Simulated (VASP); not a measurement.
Input of a VASP 6.6.1 run:

INCAR

```
SYSTEM = CsI
  ALGO = Normal
  EDIFF = 1E-6
  ENCUT = 500
  GGA = PS
  GGA_COMPAT = .False.
  ISIF = 2
  ISMEAR = -1
  LASPH = .True.
  LCHARG = .False.
  LREAL = .False.
  LWAVE = .False.
  NBANDS = 15
  NELM = 120
  PREC = Accurate
  SIGMA = 0.1
```

KPOINTS

```
k-points
0
Gamma
  10 10 10
  0 0 0
```

File POSCAR:

```
CsI
1.0
    4.5031925360      0.0000000000      0.0000000000
    0.0000000000      4.5031925360      0.0000000000
    0.0000000000      0.0000000000      4.5031925360
Cs I
1 1
Direct
    0.0000000000      0.0000000000      0.0000000000
    0.5000000000      0.5000000000      0.5000000000
```

Potentials or basis: VASP PAW PBE potentials, release 64 (Cs_sv, I).

The run is started by

```bash
$ cat potpaw_PBE.64/Cs_sv/POTCAR potpaw_PBE.64/I/POTCAR > POTCAR
$ mpirun -np 1 vasp_std > vasp.out
```

Q: Estimate the band gap on the k mesh.

A: 3.84 eV (least direct gap 3.92 eV).

Q: Estimate the pressure.

A: 0.1 GPa.

Caveat: the PAW data sets were made with another functional, which shifts forces and pressure a little; spin-orbit coupling is left out, which moves the levels of the heavy elements. A k mesh can miss the band edges.
